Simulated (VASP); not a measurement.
Set up this calculation in VASP 6.6.1, as the native input.

| Property | Result |
| --- | --- |
| Task | relaxation of cell and atoms |
| Functional | r2SCAN |
| Potentials or basis | VASP PAW PBE potentials, release 64 (Li_sv, Cl) |
| Cutoff | 600 eV |
| k mesh | 8 × 8 × 8 |
| Occupations | gaussian, width 0.02 eV |
| Spin | no spin polarisation |
| Dipole correction | no |
| Further INCAR settings | ALGO = Normal; EDIFF = 1e-06; IBRION = 2; EDIFFG = -0.005; NSW = 100; ISIF = 3 |

The system is LiCl.

```
CELL_PARAMETERS angstrom
0.00000 2.56476 2.56476
2.56476 0.00000 2.56476
2.56476 2.56476 0.00000
ATOMIC_POSITIONS crystal
Li 0.00000 0.00000 0.00000
Cl 0.50000 0.50000 0.50000
```

The input as run:

POSCAR

```
LiCl
1.0
    0.0000000000      2.5647600000      2.5647600000
    2.5647600000      0.0000000000      2.5647600000
    2.5647600000      2.5647600000      0.0000000000
Li Cl
1 1
Direct
    0.0000000000      0.0000000000      0.0000000000
    0.5000000000      0.5000000000      0.5000000000
```

INCAR.step1

```
  PREC = Accurate
  ENCUT = 600
  ISMEAR = 0
  SIGMA = 0.02
  LREAL = False
  LASPH = True
  NELM = 100
  GGA = PE
  ALGO = Normal
  EDIFF = 1E-4
  LWAVE = True
  LCHARG = False
```

INCAR.step2

```
  PREC = Accurate
  ENCUT = 600
  EDIFF = 1E-6
  ISMEAR = 0
  SIGMA = 0.02
  LREAL = False
  LASPH = True
  NELM = 100
  ALGO = Normal
  ISIF = 3
  LWAVE = False
  LCHARG = False
  METAGGA = R2SCAN
  LMIXTAU = True
  IBRION = 2
  NSW = 100
  EDIFFG = -0.005
  ISTART = 1
```

KPOINTS

```
regular mesh
0
Gamma
  8 8 8
```

Potentials or basis: VASP PAW PBE potentials, release 64 (Li_sv, Cl).

Command:

```sh
$ cat potpaw_PBE.64/Li_sv/POTCAR potpaw_PBE.64/Cl/POTCAR > POTCAR
$ cp INCAR.step1 INCAR
$ mpirun -np 1 vasp_std > vasp.out
$ cp INCAR.step2 INCAR
$ mpirun -np 1 vasp_std > vasp.out
```

Results of the run:

```json
{
 "Relaxed volume": "16.46 Å³/atom",
 "Relaxed cell": "a = 3.597 Å, b = 3.597 Å, c = 3.597 Å, α = 60.00°, β = 60.00°, γ = 60.00°",
 "Space group after relaxing (to 0.05 Å)": "Fm-3m (No. 225)",
 "Energy gained by relaxing": "1.4 meV/atom",
 "Ionic steps": "5",
 "Pressure after relaxing": "0.0 GPa",
 "Band gap on the k mesh": "7.46 eV, direct"
}
```

Caveat: the cutoff is under 1.25 times the usual one of these potentials, so pressure, stress and relaxed cells hold a basis-set (Pulay) error; the PAW data sets were made with another functional, which shifts forces and pressure a little.

Run time: 3.3 min on 1 thread of Intel(R) Xeon(R) Platinum 8259CL CPU @ 2.50GHz (Skylake/Cascade Lake), with other jobs on the host, peak memory 0.17 GiB.
